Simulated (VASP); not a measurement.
TiO2, 12 atoms in the cell. It takes space group P2/m (No. 10, monoclinic). Conventional cell: a = 3.771 Å, b = 3.771 Å, c = 9.554 Å, α = 90.00°, β = 92.26°, γ = 90.00°. Ti (site symmetry m) has 6 O at 1.93 to 2.02 Å within 2.6 Å. Ti (site symmetry m) has 6 O at 1.93 to 1.98 Å within 2.6 Å. Within 2.6 Å of O (site symmetry m) lie 3 Ti at 1.93 to 1.98 Å and 2 O at 2.46 Å. O (site symmetry m) has 3 Ti at 1.93 to 2.02 Å and 1 O at 2.18 Å within 2.6 Å. O (site symmetry m) has 3 Ti at 1.93 to 1.98 Å and 2 O at 2.46 Å within 2.6 Å. Within 2.6 Å of O (site symmetry m) lie 3 Ti at 1.93 to 1.98 Å and 2 O at 2.46 Å. 

- Program: VASP 6.6.1
- Task: single point
- Functional: PBEsol
- Potentials or basis: VASP PAW PBE potentials, release 64 (Ti_sv, O)
- Cutoff: 520 eV
- k mesh: 7 × 7 × 3
- Occupations: gaussian, width 0.05 eV
- Spin: no spin polarisation
- Dipole correction: no
- Further INCAR settings: ALGO = Normal; EDIFF = 1e-07; NBANDS = 60

Potentials or basis: VASP PAW PBE potentials, release 64 (Ti_sv, O).

The run is started by

```bash
$ cat potpaw_PBE.64/Ti_sv/POTCAR potpaw_PBE.64/O/POTCAR > POTCAR
$ mpirun -np 1 vasp_std > vasp.out
```

Hardware: 1 thread of Intel(R) Xeon(R) 6975P-C (Granite Rapids) (shared host).

Q: Estimate the wall time of this run.

A: Wall time 3.6 min on 1 thread of Intel(R) Xeon(R) 6975P-C (Granite Rapids), with other jobs on the host, peak memory 0.38 GiB. Counts: scf iterations 19, k points 44.
